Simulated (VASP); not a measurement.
# TaCd3 (Pm-3m) in VASP: further runs

Runs on TaCd3. Level: PBE. Tasks: single point, relaxation of cell and atoms.

All numbers are computed with VASP 6.6.1; they aren't measurements. Logs are shortened: lines on timing, memory, paths and dates and some standing lists are left out, and cuts for length are marked.

## Step 1: The cell of the first run

The structure is cubic, space group Pm-3m (No. 221). The conventional cell has a = 4.296 Å, b = 4.296 Å, c = 4.296 Å, α = 90.00°, β = 90.00°, γ = 90.00°. Ta (site symmetry m-3m) has 12 Cd at 3.04 Å within 4.0 Å. Cd (site symmetry 4/mmm) has 4 Ta at 3.04 Å and 8 Cd at 3.04 Å within 4.0 Å.

The cell was generated, and may not be a known phase.

## Step 2: Single point, PBE

File INCAR:

```
PREC = Accurate ; ENCUT = 520
EDIFF = 1E-7 ; ISMEAR = 0
SIGMA = 0.1 ; LREAL = False
LASPH = True ; NELM = 100
ALGO = Fast ; ISIF = 2
LWAVE = False ; LCHARG = False
GGA = PE ; NBANDS = 32
```

File KPOINTS:

```
regular mesh
0
Gamma
  12 12 12
```

File POSCAR:

```
TaCd3
1.0
    4.2962141709      0.0000000000      0.0000000000
    0.0000000000      4.2962141709      0.0000000000
    0.0000000000      0.0000000000      4.2962141709
Ta Cd
1 3
Direct
    0.0000000000      0.0000000000      0.0000000000
    0.0000000000      0.5000000000      0.5000000000
    0.5000000000      0.0000000000      0.5000000000
    0.5000000000      0.5000000000      0.0000000000
```

Potentials or basis: VASP PAW PBE potentials, release 64 (Ta_pv, Cd).

The run is started by

```bash
> cat potpaw_PBE.64/Ta_pv/POTCAR potpaw_PBE.64/Cd/POTCAR > POTCAR
> mpirun -np 1 vasp_std > vasp.out
```

OUTCAR:

```text
PREC = Accurate
   ENCUT = 520
   EDIFF = 1E-7
   ISMEAR = 0
   LREAL = False
   LASPH = True
   NELM = 100
   ISIF = 2
   GGA = PE

 ion  position               nearest neighbor table
   1  0.000  0.000  0.000-   2 3.04   3 3.04   4 3.04   2 3.04   3 3.04   2 3.04   4 3.04   2 3.04
                             3 3.04   4 3.04   3 3.04   4 3.04
   2  0.000  0.500  0.500-   1 3.04   3 3.04   4 3.04   1 3.04   4 3.04   1 3.04   3 3.04   1 3.04
                             3 3.04   4 3.04   4 3.04   3 3.04
   3  0.500  0.000  0.500-   1 3.04   2 3.04   4 3.04   1 3.04   4 3.04   2 3.04   4 3.04   4 3.04
                             1 3.04   2 3.04   1 3.04   2 3.04
   4  0.500  0.500  0.000-   1 3.04   2 3.04   3 3.04   2 3.04   3 3.04   1 3.04   3 3.04   3 3.04
                             1 3.04   2 3.04   2 3.04   1 3.04

  LATTYP: Found a simple cubic cell.
 ALAT       =     4.2962141709

  Lattice vectors:

 A1 = (   4.2962141709,   0.0000000000,   0.0000000000)
 A2 = (   0.0000000000,   4.2962141709,   0.0000000000)
 A3 = (   0.0000000000,   0.0000000000,   4.2962141709)

Analysis of symmetry for initial positions (statically):
=====================================================================
 Subroutine PRICEL returns:
 Original cell was already a primitive cell.

 Routine SETGRP: Setting up the symmetry group for a
 simple cubic supercell.

 Subroutine GETGRP returns: Found 48 space group operations
 (whereof 48 operations were pure point group operations)
 out of a pool of 48 trial point group operations.

The static configuration has the point symmetry O_h .

Analysis of symmetry for dynamics (positions and initial velocities):
=====================================================================
 Subroutine PRICEL returns:
 Original cell was already a primitive cell.

 Routine SETGRP: Setting up the symmetry group for a
 simple cubic supercell.

 Subroutine GETGRP returns: Found 48 space group operations
 (whereof 48 operations were pure point group operations)
 out of a pool of 48 trial point group operations.

The dynamic configuration has the point symmetry O_h .

 Subroutine INISYM returns: Found 48 space group operations
 (whereof 48 operations are pure point group operations),
 and found     1 'primitive' translations

----------------------------------------------------------------------------------------

                                     Primitive cell

  volume of cell :      79.2972

  direct lattice vectors                    reciprocal lattice vectors
[... 93 lines left out ...]
   EDIFFG = 0.1E-05   stopping-criterion for IOM
   NSW    =      0    number of steps for IOM
   IBRION =     -1    ionic relax: 0-MD 1-quasi-New 2-CG
   NFREE  =      0    steps in history (QN), initial steepest desc. (CG)
   ISIF   =      2    stress and relaxation
   ISYM   =      2    0-nonsym 1-usesym 2-fastsym
   POTIM  = 0.5000    time-step for ionic-motion
   TEBEG  =    0.0;   TEEND  =   0.0 temperature during run
   PSTRESS=    0.0 pullay stress
   NELECT =      47.0000    total number of electrons
   NUPDOWN=      -1.0000    fix difference up-down
   EMIN   =  10.00;   EMAX   =-10.00  energy-range for DOS
   EFERMI =   0.00;   METHOD = LEGACY
   ISMEAR =     0;   SIGMA  =   0.10  broadening in eV -4-tet -1-fermi 0-gaus
   EFERMI_NEDOS =   21; number of points for ismear=-14 and -15
   IALGO  =     68    algorithm
   IMIX   =      4    mixing-type and parameters
     AMIX     =   0.40;   BMIX     =  1.00
     AMIX_MAG =   1.60;   BMIX_MAG =  1.00
  volume/ion in A,a.u.               =      19.82       133.78
  Fermi-wavevector in a.u.,A,eV,Ry     =   1.375165  2.598685 25.729695  1.891079
  Thomas-Fermi vector in A             =   2.500526
   LORBIT       =      0    0 simple, 1 ext, 2 COOP (PROOUT), +10 PAW based schemes
   GGA     = PE    functional components
   LHFCALC =     F    Hartree Fock is set to
   AEXX    =    0.0000 exact exchange contribution
   IVDW    =     0    specifies the selected vdW correction
   LEPSILON=     F    determine dielectric tensor
   LRPA    =     F    only Hartree local field effects (RPA)
 non-spin polarized calculation
 RMM-DIIS sequential band-by-band and
 Gauss-broadening in eV      SIGMA  =   0.10
  energy-cutoff  :      520.00
  volume of cell :       79.30
 maximum number of plane-waves:      2176
 NGX is ok and might be reduce to    32
   NGX = 15   NGY = 15   NGZ = 15

 number of electron      46.9999975 magnetization

 Free energy of the ion-electron system (eV)
  ---------------------------------------------------
  ext. energy  EPLUGINS =         0.00000000
  ---------------------------------------------------
  free energy    TOTEN  =       -12.87278527 eV

  energy without entropy =      -12.86447455  energy(sigma->0) =      -12.86862991

 E-fermi :   3.5619     XC(G=0): -11.6837

 val. band max:        3.5438251776   @ k =   0.3333   0.3333   0.0833
 cond. band min:       3.5628846259   @ k =   0.5000   0.3333   0.0000
 fundamental gap:      0.0190594483
 Fermi energy:         3.5619097323

 k-point     1 :       0.0000    0.0000    0.0000
  band No.  band energies     occupation
      1     -31.2149      2.00000
      2     -31.2149      2.00000
      3     -31.2149      2.00000
      4      -5.9801      2.00000
      5      -5.7861      2.00000
      6      -5.7861      2.00000
[... 829 lines left out ...]
     31      10.2296      0.00000
     32      11.7905      0.00000

 [... further k-points ...]

------------------------ aborting loop because EDIFF is reached ----------------------------------------

  FORCE on cell =-STRESS in cart. coord.  units (eV):
  Direction    XX          YY          ZZ          XY          YZ          ZX
  --------------------------------------------------------------------------------------
  -------------------------------------------------------------------------------------
  Total        0.2274566      0.2274566      0.2274566     -0.0000000     -0.0000000     -0.0000000
  in kB        4.5956961      4.5956961      4.5956961     -0.0000000     -0.0000000     -0.0000000
  external PRESSURE =       4.5956961 kB  Pullay stress =       0.0000000 kB

 VOLUME and BASIS-vectors are now :
 -----------------------------------------------------------------------------
  energy-cutoff  :      520.00
  volume of cell :       79.30
      direct lattice vectors                 reciprocal lattice vectors
     4.296214171  0.000000000  0.000000000     0.232763070  0.000000000  0.000000000
     0.000000000  4.296214171  0.000000000     0.000000000  0.232763070  0.000000000
     0.000000000  0.000000000  4.296214171     0.000000000  0.000000000  0.232763070

 POSITION                                       TOTAL-FORCE (eV/Angst)
 -----------------------------------------------------------------------------------
      0.00000      0.00000      0.00000         0.000000      0.000000      0.000000
      0.00000      2.14811      2.14811         0.000000      0.000000      0.000000
      2.14811      0.00000      2.14811         0.000000      0.000000      0.000000
      2.14811      2.14811      0.00000         0.000000      0.000000      0.000000
 -----------------------------------------------------------------------------------
    total drift:                                0.000000     -0.000000     -0.000000

  FREE ENERGIE OF THE ION-ELECTRON SYSTEM (eV)
  ---------------------------------------------------
  free  energy   TOTEN  =       -12.8727852729 eV

  energy  without entropy=      -12.8644745484  energy(sigma->0) =      -12.86862991
```

OSZICAR:

```text
N       E                     dE             d eps       ncg     rms          rms(c)
DAV:   1     0.409950730077E+03    0.40995E+03   -0.24659E+04  5376   0.149E+03
DAV:   2    -0.471771202891E+00   -0.41042E+03   -0.39460E+03  5904   0.426E+02
DAV:   3    -0.135588195996E+02   -0.13087E+02   -0.12892E+02  6344   0.829E+01
DAV:   4    -0.136414005854E+02   -0.82581E-01   -0.82549E-01  5728   0.576E+00
DAV:   5    -0.136418987936E+02   -0.49821E-03   -0.49820E-03  6472   0.431E-01    0.111E+01
RMM:   6    -0.129682461199E+02    0.67365E+00   -0.12988E+00  5421   0.775E+00    0.651E+00
RMM:   7    -0.128791158348E+02    0.89130E-01   -0.33375E-01  5535   0.315E+00    0.299E+00
RMM:   8    -0.128724451798E+02    0.66707E-02   -0.37879E-02  5773   0.156E+00    0.223E-01
RMM:   9    -0.128726997313E+02   -0.25455E-03   -0.27892E-03  6219   0.338E-01    0.139E-01
RMM:  10    -0.128727874117E+02   -0.87680E-04   -0.61634E-04  5876   0.208E-01    0.606E-02
RMM:  11    -0.128727853330E+02    0.20787E-05   -0.23129E-04  6077   0.105E-01    0.237E-02
RMM:  12    -0.128727840259E+02    0.13071E-05   -0.38003E-05  6020   0.408E-02    0.106E-02
RMM:  13    -0.128727847765E+02   -0.75058E-06   -0.96888E-06  6189   0.144E-02    0.947E-03
RMM:  14    -0.128727856001E+02   -0.82355E-06   -0.25713E-06  5880   0.125E-02    0.449E-03
RMM:  15    -0.128727852055E+02    0.39456E-06   -0.42670E-07  4541   0.432E-03    0.928E-04
RMM:  16    -0.128727852729E+02   -0.67424E-07   -0.10381E-07  3426   0.168E-03
   1 F= -.12872785E+02 E0= -.12868630E+02  d E =-.831072E-02
```

stdout:

```text
POSCAR found type information on POSCAR TaCd
 POSCAR found :  2 types and       4 ions
 scaLAPACK will be used
 LDA part: xc-table for (Slater+PW92), standard interpolation
 POSCAR, INCAR and KPOINTS ok, starting setup
 FFT: planning ... GRIDC
 FFT: planning ... GRID_SOFT
 FFT: planning ... GRID
 WAVECAR not read
 entering main loop
```

Run time: 98 s. Hardware: 1 thread of AMD EPYC 9R45 (Zen 5), shared host; peak memory 0.28 GiB.

What came out:

- Free energy: -12.8728 eV
- Pressure: 0.5 GPa
- Band gap on the k mesh: zero (an odd number of electrons rules out a gap without spin polarisation)

Levels at points of the mesh, in eV from the Fermi level:
| k point | band 21 | band 22 | band 23 | band 24 | band 25 | band 26 |
| --- | --- | --- | --- | --- | --- | --- |
| (0.00, 0.00, 0.00) | -1.00 | 0.04 | 0.04 | 0.04 | 1.39 | 1.39 |
| (0.50, 0.00, 0.00) | -0.86 | -0.86 | -0.79 | 0.99 | 1.31 | 2.93 |
| (0.50, 0.50, 0.00) | -3.35 | -3.35 | -0.28 | -0.28 | 1.33 | 1.41 |
| (0.50, 0.50, 0.50) | -2.51 | -2.22 | -1.43 | -1.43 | -1.43 | 1.64 |

Caveat: spin-orbit coupling is left out, which moves the levels of the heavy elements.

## Step 3: Relaxation of cell and atoms, PBE

File INCAR:

```
  ALGO = Fast
  EDIFF = 1E-6
  EDIFFG = -0.01
  ENCUT = 600
  GGA = PE
  IBRION = 2
  ISIF = 3
  ISMEAR = 0
  LASPH = True
  LCHARG = False
  LREAL = False
  LWAVE = False
  NELM = 60
  NSW = 100
  PREC = Accurate
  SIGMA = 0.1
```

File KPOINTS:

```
k-points
0
Gamma
  12 12 12
```

File POSCAR:

```
TaCd3
1.0
    4.2981067716      0.0000000000      0.0000000000
    0.0000000000      4.2981067716      0.0000000000
    0.0000000000      0.0000000000      4.2981067716
Ta Cd
1 3
Direct
    0.0000000000      0.0000000000      0.0000000000
    0.0000000000      0.5000000000      0.5000000000
    0.5000000000      0.0000000000      0.5000000000
    0.5000000000      0.5000000000      0.0000000000
```

Potentials or basis: VASP PAW PBE potentials, release 64 (Ta_pv, Cd).

The run is started by

```bash
> cat potpaw_PBE.64/Ta_pv/POTCAR potpaw_PBE.64/Cd/POTCAR > POTCAR
> mpirun -np 1 vasp_std > vasp.out
```

OUTCAR:

```text
EDIFF = 1E-6
   EDIFFG = -0.01
   ENCUT = 600
   GGA = PE
   IBRION = 2
   ISIF = 3
   ISMEAR = 0
   LASPH = True
   LREAL = False
   NELM = 60
   NSW = 100
   PREC = Accurate

 ion  position               nearest neighbor table
   1  0.000  0.000  0.000-   2 3.04   3 3.04   4 3.04   2 3.04   3 3.04   2 3.04   4 3.04   2 3.04
                             3 3.04   4 3.04   3 3.04   4 3.04
   2  0.000  0.500  0.500-   1 3.04   3 3.04   4 3.04   1 3.04   4 3.04   1 3.04   3 3.04   1 3.04
                             3 3.04   4 3.04   4 3.04   3 3.04
   3  0.500  0.000  0.500-   1 3.04   2 3.04   4 3.04   1 3.04   4 3.04   2 3.04   4 3.04   4 3.04
                             1 3.04   2 3.04   1 3.04   2 3.04
   4  0.500  0.500  0.000-   1 3.04   2 3.04   3 3.04   2 3.04   3 3.04   1 3.04   3 3.04   3 3.04
                             1 3.04   2 3.04   2 3.04   1 3.04

  LATTYP: Found a simple cubic cell.
 ALAT       =     4.2981067716

[... 270 lines left out ...]

  energy without entropy =      -12.86417997  energy(sigma->0) =      -12.86837204

 E-fermi :   3.5343     XC(G=0): -11.6640

 val. band max:        3.5162800983   @ k =   0.3333   0.3333   0.0833
 cond. band min:       3.5343309155   @ k =   0.5000   0.1667   0.1667
 fundamental gap:      0.0180508172
 Fermi energy:         3.5342934713

 k-point     1 :       0.0000    0.0000    0.0000
  band No.  band energies     occupation
      1     -31.2499      2.00000
      2     -31.2499      2.00000
      3     -31.2499      2.00000
      4      -5.9922      2.00000
      5      -5.8000      2.00000
      6      -5.8000      2.00000
[... 733 lines left out ...]
     27       6.1881      0.00000
     28       8.5548      0.00000

 [... further k-points ...]

------------------------ aborting loop because EDIFF is reached ----------------------------------------

  FORCE on cell =-STRESS in cart. coord.  units (eV):
  Direction    XX          YY          ZZ          XY          YZ          ZX
  --------------------------------------------------------------------------------------
  -------------------------------------------------------------------------------------
  Total        0.0098393      0.0098393      0.0098393      0.0000000      0.0000000      0.0000000
  in kB        0.1980673      0.1980673      0.1980673      0.0000000      0.0000000      0.0000000
  external PRESSURE =       0.1980673 kB  Pullay stress =       0.0000000 kB
[... 19 lines left out ...]
  FREE ENERGIE OF THE ION-ELECTRON SYSTEM (eV)
  ---------------------------------------------------
  free  energy   TOTEN  =       -12.8725641221 eV

  energy  without entropy=      -12.8641799651  energy(sigma->0) =      -12.86837204

 reached required accuracy - stopping structural energy minimisation
```

Wall time 4.3 min (1 thread of AMD EPYC 9R45 (Zen 5), shared host); peak memory 0.34 GiB.

What came out:

```
Free energy                           : -12.8726 eV
Relaxed volume                        : 19.90 Å³/atom
Relaxed cell                          : a = 4.302 Å, b = 4.302 Å, c = 4.302 Å, α = 90.00°, β = 90.00°, γ = 90.00°
Space group after relaxing (to 0.1 Å) : Pm-3m (No. 221)
Energy gained by relaxing             : 0.0 meV/atom
Ionic steps                           : 3
Pressure after relaxing               : 0.0 GPa
Band gap on the k mesh                : zero (an odd number of electrons rules out a gap without spin polarisation)
```

Step by step:
```csv
step,energy change (eV),largest force (eV/Å),pressure (GPa),volume (Å³)
1,0.0000,0.0000,0.25,79.40
2,0.0000,0.0000,-0.24,79.76
3,-0.0001,0.0000,0.02,79.59
```

Final structure:
```yaml
crystal:
  lattice:
    - [4.30151, 0.00000, 0.00000]
    - [0.00000, 4.30151, 0.00000]
    - [0.00000, 0.00000, 4.30151]
  atoms:
    - { symbol: Ta, position: [0.00000, 0.00000, 0.00000] }
    - { symbol: Cd, position: [0.00000, 0.50000, 0.50000] }
    - { symbol: Cd, position: [0.50000, 0.00000, 0.50000] }
    - { symbol: Cd, position: [0.50000, 0.50000, 0.00000] }
```

Caveat: spin-orbit coupling is left out, which moves the levels of the heavy elements.
